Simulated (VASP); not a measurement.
# BiTe (Fm-3m) in VASP: notebook, part 2 of 2

VASP 6.6.1.

### Step 3. Single point, PBE

Input file INCAR:

```
PREC = Accurate ; ENCUT = 520
EDIFF = 1E-6 ; ISMEAR = 0
SIGMA = 0.1 ; LREAL = F
LASPH = T ; NELM = 60
ALGO = Normal ; ISIF = 2
LWAVE = F ; LCHARG = F
GGA = PE ; NBANDS = 18
```

Input file KPOINTS:

```
Automatic mesh
0
Gamma
  14 14 14
```

Input file POSCAR:

```
BiTe
1.0
    0.0000000000      3.2350000000      3.2350000000
    3.2350000000      0.0000000000      3.2350000000
    3.2350000000      3.2350000000      0.0000000000
Bi Te
1 1
Direct
    0.0000000000      0.0000000000      0.0000000000
    0.5000000000      0.5000000000      0.5000000000
```

Potentials or basis: VASP PAW PBE potentials, release 64 (Bi_d, Te).

Started as:

```console
$ cat potpaw_PBE.64/Bi_d/POTCAR potpaw_PBE.64/Te/POTCAR > POTCAR
$ mpirun -np 1 vasp_std > vasp.out
```

OUTCAR:

```text
PREC = Accurate
   ENCUT = 520
   EDIFF = 1E-6
   ISMEAR = 0
   LREAL = F
   LASPH = T
   NELM = 60
   ISIF = 2
   GGA = PE

 ion  position               nearest neighbor table
   1  0.000  0.000  0.000-   2 3.23   2 3.23   2 3.23   2 3.23   2 3.23   2 3.23
   2  0.500  0.500  0.500-   1 3.23   1 3.23   1 3.23   1 3.23   1 3.23   1 3.23

  LATTYP: Found a face centered cubic cell.
 ALAT       =     6.4700000000

  Lattice vectors:

 A1 = (   0.0000000000,   3.2350000000,   3.2350000000)
 A2 = (   3.2350000000,   0.0000000000,   3.2350000000)
 A3 = (   3.2350000000,   3.2350000000,   0.0000000000)

Analysis of symmetry for initial positions (statically):
=====================================================================
 Subroutine PRICEL returns:
 Original cell was already a primitive cell.

 Routine SETGRP: Setting up the symmetry group for a
 face centered cubic supercell.

 Subroutine GETGRP returns: Found 48 space group operations
 (whereof 48 operations were pure point group operations)
 out of a pool of 48 trial point group operations.

The static configuration has the point symmetry O_h .

Analysis of symmetry for dynamics (positions and initial velocities):
=====================================================================
 Subroutine PRICEL returns:
 Original cell was already a primitive cell.

 Routine SETGRP: Setting up the symmetry group for a
 face centered cubic supercell.

 Subroutine GETGRP returns: Found 48 space group operations
 (whereof 48 operations were pure point group operations)
 out of a pool of 48 trial point group operations.

The dynamic configuration has the point symmetry O_h .

 Subroutine INISYM returns: Found 48 space group operations
 (whereof 48 operations are pure point group operations),
 and found     1 'primitive' translations

----------------------------------------------------------------------------------------

                                     Primitive cell

  volume of cell :      67.7100

  direct lattice vectors                    reciprocal lattice vectors
     0.000000000  3.235000000  3.235000000    -0.154559505  0.154559505  0.154559505
     3.235000000  0.000000000  3.235000000     0.154559505 -0.154559505  0.154559505
     3.235000000  3.235000000  0.000000000     0.154559505  0.154559505 -0.154559505

  length of vectors
     4.574980874  4.574980874  4.574980874     0.267704916  0.267704916  0.267704916

  position of ions in fractional coordinates (direct lattice)
     0.000000000  0.000000000  0.000000000
     0.500000000  0.500000000  0.500000000

  ion indices of the primitive-cell ions
   primitive index   ion index
                 1           1
                 2           2

----------------------------------------------------------------------------------------

 KPOINTS: Automatic mesh

Automatic generation of k-mesh.
 Grid dimensions read from file:
 generate k-points for:   14   14   14

 Generating k-lattice:

  Cartesian coordinates                     Fractional coordinates (reciprocal lattice)
    -0.011039965  0.011039965  0.011039965     0.071428571  0.000000000  0.000000000
     0.011039965 -0.011039965  0.011039965     0.000000000  0.071428571  0.000000000
     0.011039965  0.011039965 -0.011039965     0.000000000  0.000000000  0.071428571

  Length of vectors
     0.019121780  0.019121780  0.019121780

  Shift w.r.t. Gamma in fractional coordinates (k-lattice)
     0.000000000  0.000000000  0.000000000

 Subroutine IBZKPT returns following result:
 ===========================================

 Found    104 irreducible k-points:

 Following reciprocal coordinates:
            Coordinates               Weight
  0.000000  0.000000  0.000000      1.000000
  0.071429  0.000000  0.000000      8.000000
  0.142857  0.000000  0.000000      8.000000
  0.214286  0.000000  0.000000      8.000000
  0.285714  0.000000  0.000000      8.000000
  0.357143  0.000000  0.000000      8.000000
[... 16 lines left out ...]
  0.214286  0.142857  0.000000     24.000000
  0.285714  0.142857  0.000000     24.000000
 [... further k-points ...]
   k-points           NKPTS =    104   k-points in BZ     NKDIM =    104   number of bands    NBANDS=     18
   number of dos      NEDOS =    301   number of ions     NIONS =      2
   total plane-waves  NPLWV =  46656
   dimension x,y,z NGX =    36 NGY =   36 NGZ =   36
   dimension x,y,z NGXF=    72 NGYF=   72 NGZF=   72
   ions per type =               1   1
   NGX,Y,Z   is equivalent  to a cutoff of  13.08, 13.08, 13.08 a.u.
   NGXF,Y,Z  is equivalent  to a cutoff of  26.16, 26.16, 26.16 a.u.
 SYSTEM =  unknown system
   PREC   = accura    normal or accurate (medium, high low for compatibility)
   ISTART =      0    job   : 0-new  1-cont  2-samecut
   ICHARG =      2    charge: 1-file 2-atom 10-const
   ISPIN  =      1    spin polarized calculation?
   LNONCOLLINEAR =      F non collinear calculations
   LSORBIT =      F    spin-orbit coupling
   LASPH  =      T    aspherical Exc in radial PAW
   ENCUT  =  520.0 eV  38.22 Ry    6.18 a.u.   8.51  8.51  8.51*2*pi/ulx,y,z
   NELM   =     60;   NELMIN=  2; NELMDL= -5     # of ELM steps
   EDIFF  = 0.1E-05   stopping-criterion for ELM
   LREAL  =      F    real-space projection
   EDIFFG = 0.1E-04   stopping-criterion for IOM
   NSW    =      0    number of steps for IOM
   IBRION =     -1    ionic relax: 0-MD 1-quasi-New 2-CG
   NFREE  =      0    steps in history (QN), initial steepest desc. (CG)
   ISIF   =      2    stress and relaxation
   ISYM   =      2    0-nonsym 1-usesym 2-fastsym
   POTIM  = 0.5000    time-step for ionic-motion
   TEBEG  =    0.0;   TEEND  =   0.0 temperature during run
   PSTRESS=    0.0 pullay stress
   NELECT =      21.0000    total number of electrons
   NUPDOWN=      -1.0000    fix difference up-down
   EMIN   =  10.00;   EMAX   =-10.00  energy-range for DOS
   EFERMI =   0.00;   METHOD = LEGACY
   ISMEAR =     0;   SIGMA  =   0.10  broadening in eV -4-tet -1-fermi 0-gaus
   EFERMI_NEDOS =   21; number of points for ismear=-14 and -15
   IALGO  =     38    algorithm
   IMIX   =      4    mixing-type and parameters
     AMIX     =   0.40;   BMIX     =  1.00
     AMIX_MAG =   1.60;   BMIX_MAG =  1.00
  volume/ion in A,a.u.               =      33.86       228.46
  Fermi-wavevector in a.u.,A,eV,Ry     =   1.108146  2.094092 16.707785  1.227988
  Thomas-Fermi vector in A             =   2.244669
   LORBIT       =      0    0 simple, 1 ext, 2 COOP (PROOUT), +10 PAW based schemes
   GGA     = PE    functional components
   LHFCALC =     F    Hartree Fock is set to
   AEXX    =    0.0000 exact exchange contribution
   IVDW    =     0    specifies the selected vdW correction
   LEPSILON=     F    determine dielectric tensor
   LRPA    =     F    only Hartree local field effects (RPA)
 non-spin polarized calculation
 Gauss-broadening in eV      SIGMA  =   0.10
  energy-cutoff  :      520.00
  volume of cell :       67.71
 maximum number of plane-waves:      1845
 NGX is ok and might be reduce to    36
   NGX = 17   NGY = 17   NGZ = 17

 number of electron      21.0000001 magnetization

 Free energy of the ion-electron system (eV)
  ---------------------------------------------------
  ext. energy  EPLUGINS =         0.00000000
  ---------------------------------------------------
  free energy    TOTEN  =        -7.17520129 eV

  energy without entropy =       -7.16754249  energy(sigma->0) =       -7.17137189

 E-fermi :   6.6724     XC(G=0):  -9.4342

 val. band max:        6.6509570788   @ k =  -0.3571   0.3571   0.1429
 cond. band min:       6.6761359032   @ k =  -0.4286   0.1429   0.0000
 fundamental gap:      0.0251788244
 Fermi energy:         6.6724426687

 k-point     1 :       0.0000    0.0000    0.0000
  band No.  band energies     occupation
      1     -16.5000      2.00000
      2     -16.5000      2.00000
      3     -16.4970      2.00000
      4     -16.4970      2.00000
      5     -16.4970      2.00000
      6      -6.8728      2.00000
[... 10 lines left out ...]
     17      12.7662      0.00000
     18      13.2090      0.00000
[... 463 lines left out ...]
 k-point    24 :       0.2857    0.1429    0.0000
  band No.  band energies     occupation
      1     -16.5047      2.00000
      2     -16.4998      2.00000
      3     -16.4974      2.00000
      4     -16.4931      2.00000
      5     -16.4923      2.00000
      6      -6.2262      2.00000
[... 10 lines left out ...]
     17      14.4483      0.00000
     18      14.7067      0.00000

 [... further k-points ...]

------------------------ aborting loop because EDIFF is reached ----------------------------------------

  FORCE on cell =-STRESS in cart. coord.  units (eV):
  Direction    XX          YY          ZZ          XY          YZ          ZX
  --------------------------------------------------------------------------------------
  -------------------------------------------------------------------------------------
  Total        0.2874773      0.2874773      0.2874773     -0.0000000      0.0000000     -0.0000000
  in kB        6.8023859      6.8023859      6.8023859     -0.0000000      0.0000000     -0.0000000
  external PRESSURE =       6.8023859 kB  Pullay stress =       0.0000000 kB

 VOLUME and BASIS-vectors are now :
 -----------------------------------------------------------------------------
  energy-cutoff  :      520.00
  volume of cell :       67.71
      direct lattice vectors                 reciprocal lattice vectors
     0.000000000  3.235000000  3.235000000    -0.154559505  0.154559505  0.154559505
     3.235000000  0.000000000  3.235000000     0.154559505 -0.154559505  0.154559505
     3.235000000  3.235000000  0.000000000     0.154559505  0.154559505 -0.154559505

 POSITION                                       TOTAL-FORCE (eV/Angst)
 -----------------------------------------------------------------------------------
      0.00000      0.00000      0.00000        -0.000000      0.000000      0.000000
      3.23500      3.23500      3.23500         0.000000     -0.000000     -0.000000
 -----------------------------------------------------------------------------------
    total drift:                               -0.000000      0.000000      0.000000

  FREE ENERGIE OF THE ION-ELECTRON SYSTEM (eV)
  ---------------------------------------------------
  free  energy   TOTEN  =        -7.1752012870 eV

  energy  without entropy=       -7.1675424932  energy(sigma->0) =       -7.17137189
```

It took 2.8 min on 1 thread of AMD EPYC 7R13, shared host; peak memory 0.26 GiB.

Results:

```
Free energy            : -7.1752 eV
Pressure               : 0.7 GPa
Band gap on the k mesh : zero (an odd number of electrons rules out a gap without spin polarisation)
```

Caveat: spin-orbit coupling is left out, which moves the levels of the heavy elements.
